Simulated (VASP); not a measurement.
Here is a VASP 6.6.1 calculation.

File INCAR:

```
PREC = Accurate
ENCUT = 520
EDIFF = 1E-6
ISMEAR = -1
SIGMA = 0.05
LREAL = Auto
LASPH = T
NELM = 60
ALGO = Normal
ISIF = 2
LWAVE = F
LCHARG = F
GGA = PE
IVDW = 12
NBANDS = 117
```

File KPOINTS:

```
Automatic mesh
0
Gamma
  1 1 1
```

POSCAR

```
CF4
1.0
    8.1733020000      0.0000000000      0.0000000000
    0.0000000000      8.1733020000      0.0000000000
    0.0000000000      0.0000000000      8.1733020000
C F
6 24
Direct
    0.8211613862      0.9916432795      0.0741193706
    0.2969791157      0.7407410126      0.1358080247
    0.1073739842      0.7911000964      0.6160790339
    0.6449045930      0.4752424418      0.7989549389
    0.1225453311      0.3705112083      0.3914941599
    0.6380040772      0.9906155431      0.5475755086
    0.6495783467      1.0210316467      0.0586788546
    0.8483719310      0.8354885210      0.0816683392
    0.9036005277      1.0737398422     -0.0400817197
    0.8637512721      1.0642455155      0.2232145588
    0.2669912356      0.8639837363      0.2486020950
    0.3769100909      0.8221157128      0.0036337823
    0.3927176556      0.6413075156      0.2117136991
    0.1676800882      0.6734609831      0.0860117490
    0.0000734097      0.8578050829      0.7247009838
    0.0432016338      0.7433225886      0.4802098344
    0.2236427823      0.9069406710      0.5795087469
    0.1783122660      0.6609079170      0.6868582612
    0.6526003811      0.6122617273      0.8878663727
    0.5497778009      0.3516326694      0.8651460572
    0.5869965407      0.5060622989      0.6541909255
    0.7938040219      0.4018694036      0.7745951391
   -0.0173858742      0.4231215242      0.3249726977
    0.1320885977      0.3940512659      0.5516864543
    0.1419010334      0.2141606905      0.3350665374
    0.2523582268      0.4513842753      0.3437166521
    0.6284975154      0.8435880627      0.4894472271
    0.5394759670      1.0993353727      0.4868044763
    0.6058995495      0.9737680071      0.7099456254
    0.7780576320      1.0696778364      0.5398552507
```

Potentials or basis: VASP PAW PBE potentials, release 64 (C, F).

The run is started by

```console
$ cat potpaw_PBE.64/C/POTCAR potpaw_PBE.64/F/POTCAR > POTCAR
$ mpirun -np 1 vasp_gam > vasp.out
```

Estimate the pressure.

1.8 GPa.

Estimate the largest force.

5.395 eV/Å.

Predict the dispersion energy per atom.

-0.030 eV.

Forces in eV/Å, atoms in the order of the input:
```
C   -2.108  3.060  1.918
C    2.585  4.728  0.257
C    1.783  1.184  1.631
C    0.495 -2.475  0.212
C    0.586 -1.124 -0.653
C    0.044  1.573  3.118
F    2.206 -0.507 -0.180
F    0.357 -0.965 -0.442
F   -0.236 -0.683 -0.281
F   -0.248 -0.833 -1.016
F   -0.533 -0.193 -0.724
F   -0.772 -1.294  1.147
F    2.134 -1.162 -0.200
F   -2.852 -1.372 -1.206
F    0.102 -0.360 -0.745
F   -1.691 -0.353 -1.595
F   -0.454 -0.418  0.520
F    0.299  0.242  0.510
F    0.081 -0.697  0.222
F    0.208  1.343  0.481
F   -0.964  0.935 -1.639
F    0.178  0.865  0.683
F   -0.196  0.553  0.347
F   -1.612 -1.435  1.227
F   -0.157  0.083  1.123
F    0.877  0.802 -1.638
F    0.347 -1.247 -1.834
F   -2.929  0.490 -1.579
F   -0.427 -0.100  0.787
F    2.896 -0.640 -0.451
```

Caveat: the k points lie up to 0.77 Å⁻¹ apart.
